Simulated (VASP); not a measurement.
# SiNi3 in VASP: notebook, part 2 of 2

VASP 6.6.1. Earlier steps stand in the parts before.

## 5. Relaxation of cell and atoms, PBE

INCAR reads:

```
SYSTEM = SiNi3
  ALGO = Fast
  EDIFF = 1E-6
  EDIFFG = -0.01
  ENCUT = 600
  GGA = PE
  IBRION = 2
  ISIF = 3
  ISMEAR = 0
  LASPH = .True.
  LCHARG = .False.
  LREAL = .False.
  LWAVE = .False.
  NELM = 100
  NSW = 100
  PREC = Accurate
  SIGMA = 0.1
```

KPOINTS reads:

```
k-points
0
Gamma
  14 14 14
  0 0 0
```

POSCAR reads:

```
SiNi3
1.0
    3.5048936752      0.0000000000      0.0000000000
    0.0000000000      3.5048936752      0.0000000000
    0.0000000000      0.0000000000      3.5048936752
Si Ni
1 3
Direct
    0.0000000000      0.0000000000      0.0000000000
    0.0000000000      0.5000000000      0.5000000000
    0.5000000000      0.0000000000      0.5000000000
    0.5000000000      0.5000000000      0.0000000000
```

Potentials or basis: VASP PAW PBE potentials, release 64 (Si, Ni).

Command:

```
> cat potpaw_PBE.64/Si/POTCAR potpaw_PBE.64/Ni/POTCAR > POTCAR
> mpirun -np 1 vasp_std > vasp.out
```

OUTCAR:

```text
SYSTEM = SiNi3
   EDIFF = 1E-6
   EDIFFG = -0.01
   ENCUT = 600
   GGA = PE
   IBRION = 2
   ISIF = 3
   ISMEAR = 0
   LASPH = .True.
   LREAL = .False.
   NELM = 100
   NSW = 100
   PREC = Accurate

 ion  position               nearest neighbor table
   1  0.000  0.000  0.000-   2 2.48   3 2.48   4 2.48   2 2.48   3 2.48   2 2.48   4 2.48   2 2.48
                             3 2.48   4 2.48   3 2.48   4 2.48
   2  0.000  0.500  0.500-   1 2.48   3 2.48   4 2.48   1 2.48   4 2.48   1 2.48   3 2.48   1 2.48
                             3 2.48   4 2.48   4 2.48   3 2.48
   3  0.500  0.000  0.500-   1 2.48   2 2.48   4 2.48   1 2.48   4 2.48   2 2.48   4 2.48   4 2.48
                             1 2.48   2 2.48   1 2.48   2 2.48
   4  0.500  0.500  0.000-   1 2.48   2 2.48   3 2.48   2 2.48   3 2.48   1 2.48   3 2.48   3 2.48
                             1 2.48   2 2.48   2 2.48   1 2.48

  LATTYP: Found a simple cubic cell.
 ALAT       =     3.5048936752

  Lattice vectors:

 A1 = (   3.5048936752,   0.0000000000,   0.0000000000)
 A2 = (   0.0000000000,   3.5048936752,   0.0000000000)
 A3 = (   0.0000000000,   0.0000000000,   3.5048936752)

Analysis of symmetry for initial positions (statically):
=====================================================================
 Subroutine PRICEL returns:
 Original cell was already a primitive cell.

 Routine SETGRP: Setting up the symmetry group for a
 simple cubic supercell.

 Subroutine GETGRP returns: Found 48 space group operations
 (whereof 48 operations were pure point group operations)
 out of a pool of 48 trial point group operations.

The static configuration has the point symmetry O_h .

Analysis of symmetry for dynamics (positions and initial velocities):
=====================================================================
 Subroutine PRICEL returns:
 Original cell was already a primitive cell.

 Routine SETGRP: Setting up the symmetry group for a
 simple cubic supercell.

 Subroutine GETGRP returns: Found 48 space group operations
[... 124 lines left out ...]
   IALGO  =     68    algorithm
   IMIX   =      4    mixing-type and parameters
     AMIX     =   0.40;   BMIX     =  1.00
     AMIX_MAG =   1.60;   BMIX_MAG =  1.00
  volume/ion in A,a.u.               =      10.76        72.64
  Fermi-wavevector in a.u.,A,eV,Ry     =   1.513188  2.859511 31.153785  2.289739
  Thomas-Fermi vector in A             =   2.623013
   LORBIT       =      0    0 simple, 1 ext, 2 COOP (PROOUT), +10 PAW based schemes
   GGA     = PE    functional components
   LHFCALC =     F    Hartree Fock is set to
   AEXX    =    0.0000 exact exchange contribution
   IVDW    =     0    specifies the selected vdW correction
   LEPSILON=     F    determine dielectric tensor
   LRPA    =     F    only Hartree local field effects (RPA)
 conjugate gradient relaxation of ions
 non-spin polarized calculation
 RMM-DIIS sequential band-by-band and
 Gauss-broadening in eV      SIGMA  =   0.10
  energy-cutoff  :      600.00
  volume of cell :       43.06
 maximum number of plane-waves:      1472
   NGX = 15   NGY = 15   NGZ = 15

 number of electron      33.9999978 magnetization

 Free energy of the ion-electron system (eV)
  ---------------------------------------------------
  ext. energy  EPLUGINS =         0.00000000
  ---------------------------------------------------
  free energy    TOTEN  =       -23.68502556 eV

  energy without entropy =      -23.67496369  energy(sigma->0) =      -23.67999463

 E-fermi :  10.6709     XC(G=0): -13.1035

 val. band max:       10.6545291108   @ k =   0.1429   0.0714   0.0000
 cond. band min:      10.6727585710   @ k =   0.0714   0.0714   0.0000
 fundamental gap:      0.0182294602
 Fermi energy:        10.6709024246

 k-point     1 :       0.0000    0.0000    0.0000
  band No.  band energies     occupation
      1      -1.2638      2.00000
      2       5.7958      2.00000
      3       6.6162      2.00000
      4       6.6162      2.00000
      5       7.1358      2.00000
      6       7.1358      2.00000
[... 565 lines left out ...]
     20      14.2896      0.00000
     21      16.4876      0.00000

 [... further k-points ...]
[... 5 lines left out ...]
  --------------------------------------------------------------------------------------
  -------------------------------------------------------------------------------------
  Total        0.0261964      0.0261964      0.0261964      0.0000000      0.0000000     -0.0000000
  in kB        0.9748266      0.9748266      0.9748266      0.0000000      0.0000000     -0.0000000
  external PRESSURE =       0.9748266 kB  Pullay stress =       0.0000000 kB

 VOLUME and BASIS-vectors are now :
 -----------------------------------------------------------------------------
  energy-cutoff  :      600.00
  volume of cell :       43.06
      direct lattice vectors                 reciprocal lattice vectors
     3.504893675  0.000000000  0.000000000     0.285315360  0.000000000  0.000000000
     0.000000000  3.504893675  0.000000000     0.000000000  0.285315360  0.000000000
     0.000000000  0.000000000  3.504893675     0.000000000  0.000000000  0.285315360

 POSITION                                       TOTAL-FORCE (eV/Angst)
 -----------------------------------------------------------------------------------
      0.00000      0.00000      0.00000         0.000000      0.000000      0.000000
      0.00000      1.75245      1.75245         0.000000      0.000000      0.000000
      1.75245      0.00000      1.75245         0.000000      0.000000      0.000000
      1.75245      1.75245      0.00000         0.000000      0.000000      0.000000
 -----------------------------------------------------------------------------------
    total drift:                                0.000000      0.000000      0.000000

  FREE ENERGIE OF THE ION-ELECTRON SYSTEM (eV)
  ---------------------------------------------------
  free  energy   TOTEN  =       -23.6850255638 eV

  energy  without entropy=      -23.6749636917  energy(sigma->0) =      -23.67999463

 reached required accuracy - stopping structural energy minimisation
```

OSZICAR:

```text
N       E                     dE             d eps       ncg     rms          rms(c)
DAV:   1     0.212849425915E+03    0.21285E+03   -0.17325E+04  5040   0.240E+03
DAV:   2    -0.153781889369E+02   -0.22823E+03   -0.22074E+03  5040   0.394E+02
DAV:   3    -0.271127119701E+02   -0.11735E+02   -0.11225E+02  5452   0.118E+02
DAV:   4    -0.274008853007E+02   -0.28817E+00   -0.28623E+00  5917   0.162E+01
DAV:   5    -0.274113584245E+02   -0.10473E-01   -0.10465E-01  5971   0.294E+00    0.195E+01
RMM:   6    -0.268380869227E+02    0.57327E+00   -0.52755E+01  5040   0.961E+01    0.175E+01
RMM:   7    -0.237533013566E+02    0.30848E+01   -0.14729E+01  5040   0.566E+01    0.370E+00
RMM:   8    -0.236868170844E+02    0.66484E-01   -0.24499E-01  5132   0.343E+00    0.104E+00
RMM:   9    -0.236839120682E+02    0.29050E-02   -0.74718E-02  5328   0.177E+00    0.323E-01
RMM:  10    -0.236848827384E+02   -0.97067E-03   -0.14760E-02  5963   0.857E-01    0.262E-01
RMM:  11    -0.236850219872E+02   -0.13925E-03   -0.20696E-03  5555   0.404E-01    0.134E-01
RMM:  12    -0.236850253296E+02   -0.33423E-05   -0.53516E-04  5930   0.154E-01    0.230E-02
RMM:  13    -0.236850251545E+02    0.17511E-06   -0.65634E-05  5669   0.641E-02    0.155E-02
RMM:  14    -0.236850261022E+02   -0.94775E-06   -0.15810E-05  4853   0.256E-02    0.891E-03
RMM:  15    -0.236850255638E+02    0.53842E-06   -0.15268E-06  3043   0.123E-02
   1 F= -.23685026E+02 E0= -.23679995E+02  d E =-.236850E+02
```

CONTCAR:

```text
SiNi3
   1.00000000000000
     3.5048936751999999    0.0000000000000000    0.0000000000000000
     0.0000000000000000    3.5048936751999999    0.0000000000000000
     0.0000000000000000    0.0000000000000000    3.5048936751999999
  Si              Ni
     1     3
Direct
     0.0000000000000000    0.0000000000000000    0.0000000000000000
     0.0000000000000000    0.5000000000000000    0.5000000000000000
     0.5000000000000000    0.0000000000000000    0.5000000000000000
     0.5000000000000000    0.5000000000000000    0.0000000000000000

  0.00000000E+00  0.00000000E+00  0.00000000E+00
  0.00000000E+00  0.00000000E+00  0.00000000E+00
  0.00000000E+00  0.00000000E+00  0.00000000E+00
  0.00000000E+00  0.00000000E+00  0.00000000E+00
```

Run time: 2.8 min. Hardware: 1 thread of Intel Xeon 8259CL, shared host; peak memory 0.24 GiB.

What came out:

| Quantity | Value |
| --- | --- |
| Free energy | -23.6850 eV |
| Pressure after relaxing | 0.1 GPa |
| Band gap on the k mesh | zero (bands 17 and 18 overlap by 0.24 eV) |

Final structure:
```cif
data_structure
_symmetry_space_group_name_H-M 'P 1'
_symmetry_Int_Tables_number 1
_cell_length_a 3.5049
_cell_length_b 3.5049
_cell_length_c 3.5049
_cell_angle_alpha 90.000
_cell_angle_beta 90.000
_cell_angle_gamma 90.000
_cell_volume 43.06
loop_
_atom_site_label
_atom_site_type_symbol
_atom_site_fract_x
_atom_site_fract_y
_atom_site_fract_z
_atom_site_occupancy
Si1 Si 0.00000 0.00000 0.00000 1
Ni1 Ni 0.00000 0.50000 0.50000 1
Ni2 Ni 0.50000 0.00000 0.50000 1
Ni3 Ni 0.50000 0.50000 0.00000 1
```

Caveat: the relaxation stopped at its first step, so nothing moved. Spin polarisation is off, so any magnetic state and its effect on volume and gap are missing.

## 6. Relaxation of cell and atoms, PBE

INCAR reads:

```
  PREC = Accurate
  ENCUT = 600
  EDIFF = 1E-7
  ISMEAR = -1
  SIGMA = 0.15
  LREAL = F
  LASPH = T
  NELM = 80
  ALGO = Fast
  ISIF = 3
  LWAVE = F
  LCHARG = F
  GGA = PE
  IBRION = 2
  NSW = 80
  EDIFFG = -0.001
```

KPOINTS reads:

```
regular mesh
0
Gamma
  14 14 14
```

POSCAR reads:

```
SiNi3
1.0
    3.5063093102      0.0000000000      0.0000000000
    0.0000000000      3.5063093102      0.0000000000
    0.0000000000      0.0000000000      3.5063093102
Si Ni
1 3
Direct
    0.0000000000      0.0000000000      0.0000000000
    0.0000000000      0.5000000000      0.5000000000
    0.5000000000      0.0000000000      0.5000000000
    0.5000000000      0.5000000000      0.0000000000
```

Potentials or basis: VASP PAW PBE potentials, release 64 (Si, Ni).

Command:

```
> cat potpaw_PBE.64/Si/POTCAR potpaw_PBE.64/Ni/POTCAR > POTCAR
> mpirun -np 1 vasp_std > vasp.out
```

OUTCAR:

```text
PREC = Accurate
   ENCUT = 600
   EDIFF = 1E-7
   ISMEAR = -1
   LREAL = F
   LASPH = T
   NELM = 80
   ISIF = 3
   GGA = PE
   IBRION = 2
   NSW = 80
   EDIFFG = -0.001

 ion  position               nearest neighbor table
   1  0.000  0.000  0.000-   2 2.48   3 2.48   4 2.48   2 2.48   3 2.48   2 2.48   4 2.48   2 2.48
                             3 2.48   4 2.48   3 2.48   4 2.48
   2  0.000  0.500  0.500-   1 2.48   3 2.48   4 2.48   1 2.48   4 2.48   1 2.48   3 2.48   1 2.48
                             3 2.48   4 2.48   4 2.48   3 2.48
   3  0.500  0.000  0.500-   1 2.48   2 2.48   4 2.48   1 2.48   4 2.48   2 2.48   4 2.48   4 2.48
                             1 2.48   2 2.48   1 2.48   2 2.48
   4  0.500  0.500  0.000-   1 2.48   2 2.48   3 2.48   2 2.48   3 2.48   1 2.48   3 2.48   3 2.48
                             1 2.48   2 2.48   2 2.48   1 2.48

  LATTYP: Found a simple cubic cell.
 ALAT       =     3.5063093102

  Lattice vectors:

 A1 = (   3.5063093102,   0.0000000000,   0.0000000000)
 A2 = (   0.0000000000,   3.5063093102,   0.0000000000)
 A3 = (   0.0000000000,   0.0000000000,   3.5063093102)

Analysis of symmetry for initial positions (statically):
=====================================================================
 Subroutine PRICEL returns:
 Original cell was already a primitive cell.

 Routine SETGRP: Setting up the symmetry group for a
 simple cubic supercell.

 Subroutine GETGRP returns: Found 48 space group operations
 (whereof 48 operations were pure point group operations)
 out of a pool of 48 trial point group operations.

The static configuration has the point symmetry O_h .

Analysis of symmetry for dynamics (positions and initial velocities):
=====================================================================
 Subroutine PRICEL returns:
 Original cell was already a primitive cell.

 Routine SETGRP: Setting up the symmetry group for a
 simple cubic supercell.

 Subroutine GETGRP returns: Found 48 space group operations
 (whereof 48 operations were pure point group operations)
 out of a pool of 48 trial point group operations.

The dynamic configuration has the point symmetry O_h .
[... 128 lines left out ...]
   GGA     = PE    functional components
   LHFCALC =     F    Hartree Fock is set to
   AEXX    =    0.0000 exact exchange contribution
   IVDW    =     0    specifies the selected vdW correction
   LEPSILON=     F    determine dielectric tensor
   LRPA    =     F    only Hartree local field effects (RPA)
 conjugate gradient relaxation of ions
 non-spin polarized calculation
 RMM-DIIS sequential band-by-band and
  energy-cutoff  :      600.00
  volume of cell :       43.11
 maximum number of plane-waves:      1472
   NGX = 15   NGY = 15   NGZ = 15

--------------------------------------- Ionic step        1  -------------------------------------------

 number of electron      33.9999978 magnetization

 Free energy of the ion-electron system (eV)
  ---------------------------------------------------
  ext. energy  EPLUGINS =         0.00000000
  ---------------------------------------------------
  free energy    TOTEN  =       -23.75752814 eV

  energy without entropy =      -23.58840082  energy(sigma->0) =      -23.67296448

------------------------ aborting loop because EDIFF is reached ----------------------------------------

  FORCE on cell =-STRESS in cart. coord.  units (eV):
  Direction    XX          YY          ZZ          XY          YZ          ZX
  --------------------------------------------------------------------------------------
  -------------------------------------------------------------------------------------
  Total        0.0819178      0.0819178      0.0819178      0.0000000     -0.0000000      0.0000000
  in kB        3.0446561      3.0446561      3.0446561      0.0000000     -0.0000000      0.0000000
  external PRESSURE =       3.0446561 kB  Pullay stress =       0.0000000 kB
[... 253 lines left out ...]
--------------------------------------- Ionic step        8  -------------------------------------------

 number of electron      33.9999979 magnetization

 Free energy of the ion-electron system (eV)
  ---------------------------------------------------
  ext. energy  EPLUGINS =         0.00000000
  ---------------------------------------------------
  free energy    TOTEN  =       -23.75759333 eV

  energy without entropy =      -23.58800385  energy(sigma->0) =      -23.67279859

 E-fermi :  10.7216     XC(G=0): -13.0891

 val. band max:       10.7185473309   @ k =   0.4286   0.3571   0.3571
 cond. band min:      10.7297612653   @ k =   0.5000   0.5000   0.2857
 fundamental gap:      0.0112139343
 Fermi energy:        10.7215871000

 k-point     1 :       0.0000    0.0000    0.0000
  band No.  band energies     occupation
      1      -1.2782      2.00000
      2       5.7589      2.00000
      3       6.5866      2.00000
      4       6.5866      2.00000
      5       7.0972      2.00000
      6       7.0972      2.00000
[... 565 lines left out ...]
     20      14.2369      0.00000
     21      16.4328      0.00000

 [... further k-points ...]
[... 5 lines left out ...]
  --------------------------------------------------------------------------------------
  -------------------------------------------------------------------------------------
  Total       -0.0004133     -0.0004133     -0.0004133      0.0000000     -0.0000000      0.0000000
  in kB       -0.0153375     -0.0153375     -0.0153375      0.0000000     -0.0000000      0.0000000
  external PRESSURE =      -0.0153375 kB  Pullay stress =       0.0000000 kB
[... 19 lines left out ...]
  FREE ENERGIE OF THE ION-ELECTRON SYSTEM (eV)
  ---------------------------------------------------
  free  energy   TOTEN  =       -23.7575933254 eV

  energy  without entropy=      -23.5880038529  energy(sigma->0) =      -23.67279859

 reached required accuracy - stopping structural energy minimisation
```

CONTCAR:

```text
SiNi3
   1.00000000000000
     3.5081348289204959    0.0000000000000000   -0.0000000000000000
    -0.0000000000000000    3.5081348289204959   -0.0000000000000000
     0.0000000000000000   -0.0000000000000000    3.5081348289204959
  Si              Ni
     1     3
Direct
     0.0000000000000000    0.0000000000000000    0.0000000000000000
     0.0000000000000000    0.5000000000000000    0.5000000000000000
     0.5000000000000000    0.0000000000000000    0.5000000000000000
     0.5000000000000000    0.5000000000000000    0.0000000000000000

  0.00000000E+00  0.00000000E+00  0.00000000E+00
  0.00000000E+00  0.00000000E+00  0.00000000E+00
  0.00000000E+00  0.00000000E+00  0.00000000E+00
  0.00000000E+00  0.00000000E+00  0.00000000E+00
```

Wall time 13 min (1 thread of Intel Xeon 8259CL, shared host); peak memory 0.25 GiB.

What came out:

| Quantity | Value |
| --- | --- |
| Free energy | -23.7576 eV |
| Relaxed volume | 10.79 Å³/atom |
| Relaxed cell | a = 3.508 Å, b = 3.508 Å, c = 3.508 Å, α = 90.00°, β = 90.00°, γ = 90.00° |
| Space group after relaxing (to 0.1 Å) | Pm-3m (No. 221) |
| Energy gained by relaxing | 0.0 meV/atom |
| Ionic steps | 8 |
| Pressure after relaxing | 0.0 GPa |
| Band gap on the k mesh | zero (bands 17 and 18 overlap by 0.24 eV) |

Final structure:
```xyz
4
Lattice="3.5081 0.0000 0.0000 0.0000 3.5081 0.0000 0.0000 0.0000 3.5081" Properties=species:S:1:pos:R:3 pbc="T T T"
Si    0.0000    0.0000    0.0000
Ni    0.0000    1.7541    1.7541
Ni    1.7541    0.0000    1.7541
Ni    1.7541    1.7541    0.0000
```

Spin polarisation is off, so any magnetic state and its effect on volume and gap are missing.

## 7. Overview

```tsv
task	cell	k mesh	cutoff (eV)	smearing	gap on the mesh (eV)	pressure (GPa)
single point	a = 3.508, b = 3.506, c = 7.017 Å, 8 atoms, atomic positions A	6 × 6 × 4	520	gaussian 0.2 eV	none	0.0
relaxation of cell and atoms	relaxed from a = 3.505 Å, 4 atoms, atomic positions B	14 × 14 × 14	600	gaussian 0.1 eV	none	0.1
relaxation of cell and atoms	relaxed from a = 3.506 Å, 4 atoms, atomic positions B	14 × 14 × 14	600	fermi-dirac 0.15 eV	none	0.0
```

Alike in all rows: level PBE; potentials or basis VASP PAW PBE potentials, release 64 (Si, Ni); no spin polarisation.

Caveats: the relaxation stopped at its first step, so nothing moved (at least some runs).

Total energies depend on the potentials used, so only differences within one code and one set of settings carry meaning.

The gap in the log of VASP goes by the Fermi energy; the results here count the filled bands.